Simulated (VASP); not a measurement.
Set up this calculation in VASP 6.6.1, as the native input.

| Item | Value |
| --- | --- |
| Task | single point |
| Functional | LDA |
| Potentials or basis | VASP PAW LDA potentials, release 64 (C) |
| Cutoff | 520 eV |
| k mesh | 12 × 12 × 12 |
| Occupations | gaussian, width 0.05 eV |
| Spin | no spin polarisation |
| Dipole correction | no |
| Further INCAR settings | ALGO = Normal; EDIFF = 1e-07; NBANDS = 11 |

The structure of C lies in POSCAR:

```
C
1.0
    0.0000000000      2.0151851342      1.7966710835
    1.4854541022      0.0000000000      1.7966710835
    1.4854541022      2.0151851342      0.0000000000
C
2
Direct
    0.5000000000      0.5000000000      0.5000000000
    0.7500000000      0.7500000000      0.7500000000
```

This cell differs from its parent crystal: strain +e along x and -e along y -0.1500, strain +e along z and -e/2 along x and y +0.0175.

The input as run:

INCAR

```
PREC = Accurate
ENCUT = 520
EDIFF = 1E-7
ISMEAR = 0
SIGMA = 0.05
LREAL = False
LASPH = True
NELM = 60
ALGO = Normal
ISIF = 2
LWAVE = False
LCHARG = True
GGA = CA
LELF = True
LVHAR = True
NBANDS = 11
```

KPOINTS

```
Automatic mesh
0
Gamma
  12 12 12
```

Potentials or basis: VASP PAW LDA potentials, release 64 (C).

Command:

```bash
$ cat potpaw_LDA.64/C/POTCAR > POTCAR
$ mpirun -np 1 vasp_std > vasp.out
```

Results of the run:

```json
{"Pressure": "13.8 GPa", "Band gap on the k mesh": "zero (band 4 reaches 12.74 eV, above the bottom of band 5 at 11.06 eV)"}
```

Caveat: the cell differs from its parent crystal (strain +e along x and -e along y -0.1500, strain +e along z and -e/2 along x and y +0.0175).

It took 37 s on 1 thread of Intel Xeon 8259CL, with other jobs on the host, peak memory 0.13 GiB.
